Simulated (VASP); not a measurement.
Wanted: the native input for a VASP 6.6.1 run.

- Task: electric field gradients
- Functional: LDA
- Potentials or basis: VASP PAW LDA potentials, release 64 (Zn, Se)
- Cutoff: 520 eV
- k mesh: 8 × 8 × 8
- Occupations: fermi-dirac, width 0.03 eV
- Spin: no spin polarisation
- Dipole correction: no
- Further INCAR settings: ALGO = Normal; EDIFF = 1e-08; NBANDS = 16

The structure of ZnSe lies in POSCAR:

```
ZnSe
1.0
    0.0000000000      2.8338000000      2.8904760000
    2.8338000000      0.0000000000      2.8904760000
    2.8338000000      2.8338000000      0.0000000000
Zn Se
1 1
Direct
    0.0000000000      0.0000000000      0.0000000000
    0.7500000000      0.7500000000      0.7500000000
```

This cell differs from its parent crystal: zz strain of +2 %.

One way to write it, as run:

INCAR

```
  PREC = Accurate
  ENCUT = 520
  EDIFF = 1E-8
  ISMEAR = -1
  SIGMA = 0.03
  LREAL = False
  LASPH = True
  NELM = 100
  ALGO = Normal
  ISIF = 2
  LWAVE = False
  LCHARG = False
  GGA = CA
  LEFG = True
  NBANDS = 16
```

KPOINTS

```
Automatic mesh
0
Gamma
  8 8 8
```

Potentials or basis: VASP PAW LDA potentials, release 64 (Zn, Se).

Run with:

```console
$ cat potpaw_LDA.64/Zn/POTCAR potpaw_LDA.64/Se/POTCAR > POTCAR
$ mpirun -np 1 vasp_std > vasp.out
```

It gave:

```yaml
Pressure: -4.2 GPa
Band_gap_on_the_k_mesh: 0.96 eV, direct
```

Caveat: the cell differs from its parent crystal (zz strain of +2 %); without QUAD_EFG the Cq values of the log hold for a quadrupole moment of 1 mb, not for the nuclei.

Wall time 23 s on 1 thread of AMD EPYC 9R45 (Zen 5), on a shared host, peak memory 0.14 GiB.
